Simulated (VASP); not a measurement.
MgO, 2 atoms in the cell. The structure is tetragonal, space group I4/mmm (No. 139). Conventional cell: a = 2.854 Å, b = 2.854 Å, c = 4.319 Å, α = 90.00°, β = 90.00°, γ = 90.00°. Mg (site symmetry 4/mmm) has 6 O at 2.02 to 2.16 Å within 2.7 Å. Within 2.7 Å of O (site symmetry 4/mmm) lie 6 Mg at 2.02 to 2.16 Å.  This cell differs from its parent crystal: epitaxial xy strain -4.0%.

```yaml
Program: VASP 6.6.1
Task: single point
Functional: r2SCAN
Potentials_or_basis: VASP PAW PBE potentials, release 64 (Mg_sv, O)
Cutoff: 920 eV
k_mesh: 10 × 10 × 10
Occupations: gaussian, width 0.01 eV
Spin: no spin polarisation
Dipole_correction: no
Further_INCAR_settings: ALGO = Normal; EDIFF = 1e-06; NBANDS = 15
```

Potentials or basis: VASP PAW PBE potentials, release 64 (Mg_sv, O).

The run is started by

```console
$ cat potpaw_PBE.64/Mg_sv/POTCAR potpaw_PBE.64/O/POTCAR > POTCAR
$ cp INCAR.step1 INCAR
$ mpirun -np 1 vasp_std > vasp.out
$ cp INCAR.step2 INCAR
$ mpirun -np 1 vasp_std > vasp.out
```

Hardware: 1 thread of Intel(R) Xeon(R) 6975P-C (Granite Rapids), with other jobs on the host.

Problem. Estimate the wall time of this run.

Solution. Run time: 100 s on 1 thread of Intel(R) Xeon(R) 6975P-C (Granite Rapids), with other jobs on the host, peak memory 0.2 GiB. Counts: k points 102.
